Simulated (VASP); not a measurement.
# F (P6/mmm) in VASP: a series of runs

Runs on F. Level: PBE. Tasks: relaxation of cell and atoms.

Everything below comes from runs of VASP 6.6.1. Logs are shortened: lines on timing, memory, paths and dates and some standing lists are left out, and cuts for length are marked.

## (1) The cell of the first run

The structure is hexagonal, space group P6/mmm (No. 191). Conventional cell: a = 1.731 Å, b = 1.731 Å, c = 1.628 Å, α = 90.00°, β = 90.00°, γ = 120.00°. F (site symmetry 6/mmm) has 8 F at 1.63 to 1.73 Å within 2.2 Å.

## (2) Relaxation of cell and atoms, PBE, target pressure 430 GPa, at which the enthalpy is minimised

Contents of INCAR:

```
SYSTEM = F
PREC = Accurate
ENCUT = 600
EDIFF = 1E-7
ISMEAR = -1
SIGMA = 0.08
LREAL = .FALSE.
LASPH = .TRUE.
NELM = 60
ALGO = Normal
ISIF = 3
LWAVE = .FALSE.
LCHARG = .FALSE.
GGA = PE
IBRION = 2
NSW = 60
EDIFFG = -0.005
PSTRESS = 4300.0
```

Contents of KPOINTS:

```
Automatic mesh
0
G
  23 23 21
  0 0 0
```

Contents of POSCAR:

```
F
1.0
    1.7313881996      0.0000000000      0.0000000000
   -0.8656940998      1.4994261647      0.0000000000
    0.0000000000      0.0000000000      1.6275049076
F
1
Direct
    0.0000000000      0.0000000000      0.0000000000
```

Potentials or basis: VASP PAW PBE potentials, release 64 (F).

Command:

```sh
> cat potpaw_PBE.64/F/POTCAR > POTCAR
> mpirun -np 1 vasp_std > vasp.out
```

OUTCAR:

```text
SYSTEM = F
   PREC = Accurate
   ENCUT = 600
   EDIFF = 1E-7
   ISMEAR = -1
   LREAL = .FALSE.
   LASPH = .TRUE.
   NELM = 60
   ISIF = 3
   GGA = PE
   IBRION = 2
   NSW = 60
   EDIFFG = -0.005
   PSTRESS = 4300.0

 ion  position               nearest neighbor table
   1  0.000  0.000  0.000-

  LATTYP: Found a hexagonal cell.
 ALAT       =     1.7313881996
 C/A-ratio  =     0.9400000000

  Lattice vectors:

 A1 = (   1.7313881996,   0.0000000000,   0.0000000000)
 A2 = (  -0.8656940998,   1.4994261647,   0.0000000000)
 A3 = (   0.0000000000,   0.0000000000,   1.6275049076)

Analysis of symmetry for initial positions (statically):
=====================================================================
 Subroutine PRICEL returns:
 Original cell was already a primitive cell.

 Routine SETGRP: Setting up the symmetry group for a
 hexagonal supercell.

 Subroutine GETGRP returns: Found 24 space group operations
 (whereof 24 operations were pure point group operations)
 out of a pool of 24 trial point group operations.

The static configuration has the point symmetry D_6h.

Analysis of symmetry for dynamics (positions and initial velocities):
=====================================================================
 Subroutine PRICEL returns:
 Original cell was already a primitive cell.

 Routine SETGRP: Setting up the symmetry group for a
 hexagonal supercell.

 Subroutine GETGRP returns: Found 24 space group operations
 (whereof 24 operations were pure point group operations)
 out of a pool of 24 trial point group operations.

The dynamic configuration has the point symmetry D_6h.

 Subroutine INISYM returns: Found 24 space group operations
 (whereof 24 operations are pure point group operations),
 and found     1 'primitive' translations

----------------------------------------------------------------------------------------

                                     Primitive cell

  volume of cell :       4.2251

  direct lattice vectors                    reciprocal lattice vectors
     1.731388200  0.000000000  0.000000000     0.577571223  0.333460901  0.000000000
    -0.865694100  1.499426165  0.000000000     0.000000000  0.666921802  0.000000000
     0.000000000  0.000000000  1.627504908     0.000000000  0.000000000  0.614437471

  length of vectors
     1.731388200  1.731388200  1.627504908     0.666921802  0.666921802  0.614437471

  position of ions in fractional coordinates (direct lattice)
     0.000000000  0.000000000  0.000000000

  ion indices of the primitive-cell ions
   primitive index   ion index
                 1           1

----------------------------------------------------------------------------------------

 KPOINTS: Automatic mesh

Automatic generation of k-mesh.
 Grid dimensions read from file:
 generate k-points for:   23   23   21

 Generating k-lattice:

  Cartesian coordinates                     Fractional coordinates (reciprocal lattice)
     0.025111792  0.014498300  0.000000000     0.043478261 -0.000000000  0.000000000
     0.000000000  0.028996600  0.000000000     0.000000000  0.043478261  0.000000000
     0.000000000  0.000000000  0.029258927     0.000000000  0.000000000  0.047619048

  Length of vectors
     0.028996600  0.028996600  0.029258927

  Shift w.r.t. Gamma in fractional coordinates (k-lattice)
     0.000000000  0.000000000  0.000000000

 Subroutine IBZKPT returns following result:
 ===========================================

 Found    616 irreducible k-points:

 Following reciprocal coordinates:
            Coordinates               Weight
  0.000000  0.000000  0.000000      1.000000
  0.043478 -0.000000  0.000000      6.000000
  0.086957 -0.000000  0.000000      6.000000
  0.130435 -0.000000  0.000000      6.000000
  0.173913 -0.000000  0.000000      6.000000
  0.217391 -0.000000  0.000000      6.000000
[... 16 lines left out ...]
  0.478261  0.043478  0.000000      6.000000
  0.086957  0.086957  0.000000      6.000000
 [... further k-points ...]
   k-points           NKPTS =    616   k-points in BZ     NKDIM =    616   number of bands    NBANDS=      7
   number of dos      NEDOS =    301   number of ions     NIONS =      1
   total plane-waves  NPLWV =   2744
   dimension x,y,z NGX =    14 NGY =   14 NGZ =   14
   dimension x,y,z NGXF=    28 NGYF=   28 NGZF=   28
   ions per type =               1
   NGX,Y,Z   is equivalent  to a cutoff of  13.44, 13.44, 14.30 a.u.
   NGXF,Y,Z  is equivalent  to a cutoff of  26.89, 26.89, 28.60 a.u.
 SYSTEM =  F
   PREC   = accura    normal or accurate (medium, high low for compatibility)
   ISTART =      0    job   : 0-new  1-cont  2-samecut
   ICHARG =      2    charge: 1-file 2-atom 10-const
   ISPIN  =      1    spin polarized calculation?
   LNONCOLLINEAR =      F non collinear calculations
   LSORBIT =      F    spin-orbit coupling
   LASPH  =      T    aspherical Exc in radial PAW
   ENCUT  =  600.0 eV  44.10 Ry    6.64 a.u.   3.46  3.46  3.25*2*pi/ulx,y,z
   NELM   =     60;   NELMIN=  2; NELMDL= -5     # of ELM steps
   EDIFF  = 0.1E-06   stopping-criterion for ELM
   LREAL  =      F    real-space projection
   EDIFFG = -.5E-02   stopping-criterion for IOM
   NSW    =     60    number of steps for IOM
   IBRION =      2    ionic relax: 0-MD 1-quasi-New 2-CG
   NFREE  =      1    steps in history (QN), initial steepest desc. (CG)
   ISIF   =      3    stress and relaxation
   ISYM   =      2    0-nonsym 1-usesym 2-fastsym
   POTIM  = 0.5000    time-step for ionic-motion
   TEBEG  =    0.0;   TEEND  =   0.0 temperature during run
   PSTRESS= 4300.0 pullay stress
   NELECT =       7.0000    total number of electrons
   NUPDOWN=      -1.0000    fix difference up-down
   EMIN   =  10.00;   EMAX   =-10.00  energy-range for DOS
   EFERMI =   0.00;   METHOD = LEGACY
   ISMEAR =    -1;   SIGMA  =   0.08  broadening in eV -4-tet -1-fermi 0-gaus
   EFERMI_NEDOS =   21; number of points for ismear=-14 and -15
   IALGO  =     38    algorithm
   IMIX   =      4    mixing-type and parameters
     AMIX     =   0.40;   BMIX     =  1.00
     AMIX_MAG =   1.60;   BMIX_MAG =  1.00
  volume/ion in A,a.u.               =       4.23        28.51
  Fermi-wavevector in a.u.,A,eV,Ry     =   1.937137  3.660657 51.055834  3.752498
  Thomas-Fermi vector in A             =   2.967796
   LORBIT       =      0    0 simple, 1 ext, 2 COOP (PROOUT), +10 PAW based schemes
   GGA     = PE    functional components
   LHFCALC =     F    Hartree Fock is set to
   AEXX    =    0.0000 exact exchange contribution
   IVDW    =     0    specifies the selected vdW correction
   LEPSILON=     F    determine dielectric tensor
   LRPA    =     F    only Hartree local field effects (RPA)
 conjugate gradient relaxation of ions
 non-spin polarized calculation
  energy-cutoff  :      600.00
  volume of cell :        4.23
 maximum number of plane-waves:       150
 NGX is ok and might be reduce to    14

--------------------------------------- Ionic step        1  -------------------------------------------

 number of electron       7.0000011 magnetization

 Free energy of the ion-electron system (eV)
  ---------------------------------------------------
  ext. energy  EPLUGINS =         0.00000000
  ---------------------------------------------------
  free energy    TOTEN  =         2.95695083 eV

  energy without entropy =        2.96971393  energy(sigma->0) =        2.96333238

------------------------ aborting loop because EDIFF is reached ----------------------------------------

  FORCE on cell =-STRESS in cart. coord.  units (eV):
  Direction    XX          YY          ZZ          XY          YZ          ZX
  --------------------------------------------------------------------------------------
  -------------------------------------------------------------------------------------
  Total       14.0825473     14.0825473     10.2304005     -0.0000000     -0.0000000      0.0000000
  in kB     5340.1069492   5340.1069494   3879.3715065     -0.0000000     -0.0000000      0.0000000
  external PRESSURE =     553.1951350 kB  Pullay stress =    4300.0000000 kB
[... 90 lines left out ...]
  FREE ENERGIE OF THE ION-ELECTRON SYSTEM (eV)
  ---------------------------------------------------
  free  energy   TOTEN  =         1.7337186034 eV

  energy  without entropy=        1.7433947359  energy(sigma->0) =        1.73855667

  enthalpy is  TOTEN    =        14.1307143347 eV   P V=       12.3969957313

 E-fermi :  10.2447     XC(G=0): -15.5495

 val. band max:       10.2362857608   @ k =   0.3043   0.0435   0.4286
 cond. band min:      10.2467422009   @ k =   0.1304  -0.0000   0.2857
 fundamental gap:      0.0104564401
 Fermi energy:        10.2447276824

 k-point     1 :       0.0000    0.0000    0.0000
  band No.  band energies     occupation
      1     -23.8288      2.00000
      2       8.7565      2.00000
      3       8.7565      2.00000
      4      14.5406      0.00000
      5      32.7739      0.00000
      6      51.0741      0.00000
      7      53.5726      0.00000
[... 221 lines left out ...]
 k-point    24 :       0.0870    0.0870    0.0000
  band No.  band energies     occupation
      1     -22.9410      2.00000
      2       6.0864      2.00000
      3       8.0325      2.00000
      4      14.7508      0.00000
      5      34.6357      0.00000
      6      43.5617      0.00000
      7      53.4218      0.00000

 [... further k-points ...]

[... ionic steps 4 to 8 ...]

--------------------------------------- Ionic step        9  -------------------------------------------

 number of electron       6.9999996 magnetization

------------------------ aborting loop because EDIFF is reached ----------------------------------------

  FORCE on cell =-STRESS in cart. coord.  units (eV):
  Direction    XX          YY          ZZ          XY          YZ          ZX
  --------------------------------------------------------------------------------------
  -------------------------------------------------------------------------------------
  Total       11.6905741     11.6905741     11.7285797      0.0000000     -0.0000000      0.0000000
  in kB     4281.9692031   4281.9692037   4295.8897331      0.0000000     -0.0000000      0.0000000
  external PRESSURE =     -13.3906200 kB  Pullay stress =    4300.0000000 kB
[... 59 lines left out ...]
  enthalpy is  TOTEN    =        13.9714082076 eV   P V=       11.7397858930

--------------------------------------- Ionic step       11  -------------------------------------------

 number of electron       6.9999995 magnetization

 Free energy of the ion-electron system (eV)
  ---------------------------------------------------
  ext. energy  EPLUGINS =         0.00000000
  ---------------------------------------------------
  free energy    TOTEN  =         2.24145655 eV

  energy without entropy =        2.25070449  energy(sigma->0) =        2.24608052

 E-fermi :   9.8013     XC(G=0): -15.4154

 val. band max:        9.7941376292   @ k =   0.1739   0.1304   0.4286
 cond. band min:       9.8038663229   @ k =   0.3043   0.0435   0.4286
 fundamental gap:      0.0097286937
 Fermi energy:         9.8012941107

 k-point     1 :       0.0000    0.0000    0.0000
  band No.  band energies     occupation
      1     -23.8558      2.00000
      2       8.3416      2.00000
      3       8.3416      2.00000
      4      14.0378      0.00000
      5      31.9990      0.00000
      6      50.4043      0.00000
      7      52.9171      0.00000
[... 221 lines left out ...]
 k-point    24 :       0.0870    0.0870    0.0000
  band No.  band energies     occupation
      1     -22.9893      2.00000
      2       5.7258      2.00000
      3       7.6393      2.00000
      4      14.2408      0.00000
      5      33.8459      0.00000
      6      42.9802      0.00000
      7      52.7106      0.00000

 [... further k-points ...]

------------------------ aborting loop because EDIFF is reached ----------------------------------------

  FORCE on cell =-STRESS in cart. coord.  units (eV):
  Direction    XX          YY          ZZ          XY          YZ          ZX
  --------------------------------------------------------------------------------------
  -------------------------------------------------------------------------------------
  Total       11.7255083     11.7255083     11.7270058      0.0000000      0.0000000      0.0000000
  in kB     4298.3776565   4298.3776574   4298.9266007      0.0000000      0.0000000      0.0000000
  external PRESSURE =      -1.4393618 kB  Pullay stress =    4300.0000000 kB
[... 16 lines left out ...]
  FREE ENERGIE OF THE ION-ELECTRON SYSTEM (eV)
  ---------------------------------------------------
  free  energy   TOTEN  =         2.2414565516 eV

  energy  without entropy=        2.2507044868  energy(sigma->0) =        2.24608052

  enthalpy is  TOTEN    =        13.9713904725 eV   P V=       11.7299339209

 reached required accuracy - stopping structural energy minimisation
```

Run time: 69 s. Hardware: 1 thread of AMD EPYC 9R45 (Zen 5), shared host; peak memory 0.09 GiB.

What came out:

* Free energy: 2.2415 eV
* Relaxed volume: 4.37 Å³/atom
* Relaxed cell: a = 1.846 Å, b = 1.846 Å, c = 1.481 Å, α = 90.00°, β = 90.00°, γ = 120.00°
* Space group after relaxing (to 0.05 Å): P6/mmm (No. 191)
* Energy change on relaxing (the enthalpy is what falls): -715.5 meV/atom
* Ionic steps: 11
* Pressure after relaxing: 429.9 GPa

The path:
```
step  energy change (eV)  largest force (eV/Å)  pressure (GPa)  volume (Å³)
   1              0.0000                0.0000          485.32         4.23
   2             -2.2488                0.0000          239.71         5.13
   3             -1.2232                0.0000          349.02         4.62
   4             -1.2391                0.0000          366.43         4.59
   5             -1.2803                0.0000          359.05         4.60
   6             -0.4888                0.0000          458.86         4.29
   7             -0.7131                0.0000          430.29         4.37
   8             -0.7253                0.0000          428.74         4.37
   9             -0.7253                0.0000          428.66         4.37
  10             -0.7253                0.0000          428.60         4.37
  11             -0.7155                0.0000          429.86         4.37
```

Final structure:
```
CELL_PARAMETERS angstrom
1.84616 0.00000 0.00000
-0.92308 1.59882 0.00000
0.00000 0.00000 1.48071
ATOMIC_POSITIONS crystal
F 0.00000 0.00000 0.00000
```

Caveat: the cell is relaxed towards a set pressure, so the enthalpy falls and the energy may rise; an odd number of electrons without spin polarisation forces a metal; a magnetic or distorted state may lie lower.

## (3) Relaxation of cell and atoms, PBE, target pressure 430 GPa, at which the enthalpy is minimised

This run uses another cell than the first one: it holds 3 atoms, not 1.

Contents of INCAR:

```
ALGO = Normal
EDIFF = 1E-7
EDIFFG = -0.005
ENCUT = 600
GGA = PE
IBRION = 2
ISIF = 3
ISMEAR = -1
LASPH = True
LCHARG = False
LREAL = False
LWAVE = False
NELM = 100
NSW = 60
PREC = Accurate
PSTRESS = 4300.0
SIGMA = 0.08
```

Contents of KPOINTS:

```
k-points
0
Gamma
  12 12 16
```

Contents of POSCAR:

```
F
1.0
    2.8624134231      0.0000000000      0.0000000000
   -1.4312067116      2.4789227406      0.0000000000
    0.0000000000      0.0000000000      1.7746963223
F
3
Direct
    0.0000000000      0.0000000000      0.0000000000
    0.3333333333      0.6666666667      0.5000000000
    0.6666666667      0.3333333333      0.5000000000
```

Potentials or basis: VASP PAW PBE potentials, release 64 (F).

Command:

```sh
> cat potpaw_PBE.64/F/POTCAR > POTCAR
> mpirun -np 1 vasp_std > vasp.out
```

Run time: 2.6 min. Hardware: 1 thread of AMD EPYC 9R45 (Zen 5), shared host; peak memory 0.11 GiB.

It converged, with:

```yaml
Free_energy: 6.8714 eV
Relaxed_volume: 4.25 Å³/atom
Relaxed_cell: a = 3.147 Å, b = 3.147 Å, c = 1.486 Å, α = 90.00°, β = 90.00°, γ = 120.00°
Space_group_after_relaxing_to_0.05_Å: P6/mmm (No. 191)
Energy_change_on_relaxing_the_enthalpy_is_what_falls: -448.2 meV/atom
Ionic_steps: 15
Pressure_after_relaxing: 430.0 GPa
```

The path:
```tsv
step	energy change (eV)	largest force (eV/Å)	pressure (GPa)	volume (Å³)
1	0.0000	0.0000	446.91	12.59
2	-2.1555	0.0000	356.43	13.40
3	-1.0007	0.0000	404.24	12.95
4	-1.1127	0.0000	401.36	12.96
5	-1.4870	0.0000	400.51	12.95
6	-0.9149	0.0000	455.38	12.70
7	-1.6148	0.0000	408.26	12.90
8	-1.5315	0.0000	422.69	12.82
9	-1.5665	0.0000	419.82	12.83
10	-0.8767	0.0000	448.60	12.58
11	-1.4005	0.0000	426.73	12.77
12	-1.3043	0.0000	431.95	12.73
13	-1.3271	0.0000	430.75	12.74
14	-1.3598	0.0000	429.37	12.75
15	-1.3445	0.0000	430.05	12.75
```

Final structure:
```
F
1.0
     3.14717    0.00000    0.00000
    -1.57358    2.72553    0.00000
     0.00000    0.00000    1.48617
F
3
Direct
  0.00000 0.00000 0.00000
  0.33333 0.66667 0.50000
  0.66667 0.33333 0.50000
```

Levels at points of the mesh, in eV from the Fermi level:
| k point | band 7 | band 8 | band 9 | band 10 | band 11 | band 12 | band 13 | band 14 |
| --- | --- | --- | --- | --- | --- | --- | --- | --- |
| (0.00, 0.00, 0.00) | -10.18 | -0.65 | -0.65 | 4.43 | 5.56 | 6.10 | 24.14 | 31.21 |
| (0.50, 0.00, 0.00) | -3.54 | -3.34 | -3.21 | 4.97 | 5.19 | 5.89 | 23.42 | 28.94 |
| (0.00, 0.00, 0.50) | -4.65 | -4.65 | -2.04 | -2.04 | -0.64 | -0.64 | 21.94 | 21.94 |
| (0.50, 0.00, 0.50) | -5.45 | -2.68 | -2.25 | -1.15 | -0.76 | 0.48 | 23.85 | 24.09 |

Caveat: the cell is relaxed towards a set pressure, so the enthalpy falls and the energy may rise; an odd number of electrons without spin polarisation forces a metal; a magnetic or distorted state may lie lower.
